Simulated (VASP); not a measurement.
Here is a VASP 6.6.1 calculation.

INCAR

```
ALGO = Normal
EDIFF = 1E-6
EDIFFG = -0.005
ENCUT = 600
GGA = PE
IBRION = 2
ISIF = 3
ISMEAR = -1
LASPH = T
LCHARG = F
LREAL = F
LWAVE = F
NELM = 60
NSW = 60
PREC = Accurate
PSTRESS = 300.0
SIGMA = 0.08
```

KPOINTS

```
k-points
0
Gamma
  17 17 9
```

File POSCAR:

```
Al
1.0
    2.6511850832      0.0000000000      0.0000000000
   -1.3255925416      2.2959936322      0.0000000000
    0.0000000000      0.0000000000      4.2949198347
Al
2
Direct
    0.3333333333      0.6666666667      0.2500000000
    0.6666666667      0.3333333333      0.7500000000
```

Potentials or basis: VASP PAW PBE potentials, release 64 (Al).

Command:

```sh
$ cat potpaw_PBE.64/Al/POTCAR > POTCAR
$ mpirun -np 1 vasp_std > vasp.out
```

**Question.** Predict the relaxed volume.

**Answer.** 13.10 Å³/atom.

**Question.** What does it give for the relaxed cell?

**Answer.** a = 2.644 Å, b = 2.644 Å, c = 4.329 Å, α = 90.00°, β = 90.00°, γ = 120.00°.

**Question.** Predict the space group after relaxing (to 0.05 Å).

**Answer.** P6_3/mmc (No. 194).

**Question.** What does it give for the band gap on the k mesh?

**Answer.** Zero (band 3 reaches 14.31 eV, above the bottom of band 4 at 7.39 eV).

Final structure:
```yaml
crystal:
  lattice:
    - [2.64377, 0.00000, 0.00000]
    - [-1.32188, 2.28957, 0.00000]
    - [0.00000, 0.00000, 4.32892]
  atoms:
    - { symbol: Al, position: [0.33333, 0.66667, 0.25000] }
    - { symbol: Al, position: [0.66667, 0.33333, 0.75000] }
```

Caveat: the cell is relaxed towards a set pressure, so the enthalpy falls and the energy may rise.
